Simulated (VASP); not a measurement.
A run of VASP 6.6.1 is set up as follows.

File POSCAR:

```
Cd
1.0
    3.0905363611      0.0000000000      0.0000000000
   -1.0301787870      2.9137856245      0.0000000000
    0.0000000000      0.0000000000     19.0468247441
Cd
3
Direct
    0.0000000000      0.0000000000      0.3675153257
    0.5000000000      0.5000000000      0.5000000000
    0.0000000000      0.0000000000      0.6324846743
```

The input INCAR.step1:

```
PREC     = Accurate       # precision mode
ENCUT    = 520            # plane-wave cutoff, eV
ISMEAR   = -1             # smearing method
SIGMA    = 0.1            # smearing width, eV
LREAL    = False          # projectors in reciprocal space
LASPH    = True           # aspherical terms in the spheres
NELM     = 80             # most SCF steps
LDIPOL   = True         
IDIPOL   = 3            
DIPOL    = 0.5 0.5 0.500
NBANDS   = 25             # bands
EFIELD   = -0.05        
GGA      = PE             # functional
ALGO     = Normal         # electronic algorithm
EDIFF    = 1E-4           # SCF threshold, eV
LWAVE    = True           # write WAVECAR
LCHARG   = False          # write CHGCAR
```

Contents of INCAR.step2:

```
PREC     = Accurate       # precision mode
ENCUT    = 520            # plane-wave cutoff, eV
EDIFF    = 1E-7           # SCF threshold, eV
ISMEAR   = -1             # smearing method
SIGMA    = 0.1            # smearing width, eV
LREAL    = False          # projectors in reciprocal space
LASPH    = True           # aspherical terms in the spheres
NELM     = 80             # most SCF steps
ALGO     = Normal         # electronic algorithm
ISIF     = 2              # what is computed and relaxed
LWAVE    = False          # write WAVECAR
LCHARG   = False          # write CHGCAR
LDIPOL   = True         
IDIPOL   = 3            
DIPOL    = 0.5 0.5 0.500
METAGGA  = R2SCAN         # meta-GGA
LMIXTAU  = True         
NBANDS   = 25             # bands
EFIELD   = -0.05        
ISTART   = 1
```

The input KPOINTS:

```
Automatic mesh
0
Gamma
  6 6 1
```

Potentials or basis: VASP PAW PBE potentials, release 64 (Cd).

Run with:

```bash
$ cat potpaw_PBE.64/Cd/POTCAR > POTCAR
$ cp INCAR.step1 INCAR
$ mpirun -np 1 vasp_std > vasp.out
$ cp INCAR.step2 INCAR
$ mpirun -np 1 vasp_std > vasp.out
```

**Question.** Predict the band gap on the k mesh.

**Answer.** Zero (bands 18 and 19 overlap by 1.95 eV).

**Question.** Predict the largest force.

**Answer.** 0.259 eV/Å.

Forces on the atoms (eV/Å):
```
Cd   0.000  0.000 -0.259
Cd   0.000  0.000 -0.001
Cd   0.000  0.000  0.259
```

Caveat: the PAW data sets were made with another functional, which shifts forces and pressure a little.
